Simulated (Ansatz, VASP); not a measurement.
# ZnO: VASP beside Ansatz

Contents of INCAR:

```
ALGO = Normal
EDIFF = 1E-6
ENCUT = 520
GGA = PE
ISIF = 2
ISMEAR = -1
LASPH = True
LCHARG = False
LREAL = False
LWAVE = False
NBANDS = 16
NELM = 60
PREC = Accurate
SIGMA = 0.03
```

The input KPOINTS:

```
k-points
0
Gamma
  10 10 10
```

POSCAR

```
ZnO
1.0
    0.0000000000      2.1220159565      2.1220159565
    2.1220159565      0.0000000000      2.1220159565
    2.1220159565      2.1220159565      0.0000000000
Zn O
1 1
Direct
    0.0000000000      0.0000000000      0.0000000000
    0.5000000000      0.5000000000      0.5000000000
```

Input for Ansatz:

```yaml
crystal:
  lattice:
    - [0.0, 2.1220159565, 2.1220159565]
    - [2.1220159565, 0.0, 2.1220159565]
    - [2.1220159565, 2.1220159565, 0.0]
  atoms:
    - { symbol: Zn, position: [0.0, 0.0, 0.0] }
    - { symbol: O, position: [0.5, 0.5, 0.5] }
kpoints:
  mp_grid: { grid: [10, 10, 10] }
scf:
  occupations: { method: fermi_dirac, width: 0.03 }
hamiltonian:
  xc: pbe
  pseudopotentials: { kind: all_electron, lapw: { basis_error: 0.001 } }
output:
  forces: true
  stress: true
  eigenvalues: true
```

Change from the starting cell: volume scaled by 0.975.

Alike in both runs: task single point; functional PBE; k mesh 10 × 10 × 10; occupations fermi-dirac, width 0.03 eV; no spin polarisation.

|  | VASP | Ansatz |
| --- | --- | --- |
| version | VASP 6.6.1 | Ansatz 0.2.0 |
| potentials or method | VASP PAW PBE potentials, release 64 (Zn, O), cutoff 520 eV | all-electron LAPW, scalar-relativistic |

|  | VASP | Ansatz | Ansatz less VASP |
| --- | --- | --- | --- |
| pressure (GPa) | 12.7 | 11.2 | -1.43 |

Ansatz ran all-electron here, and VASP with PAW potentials.
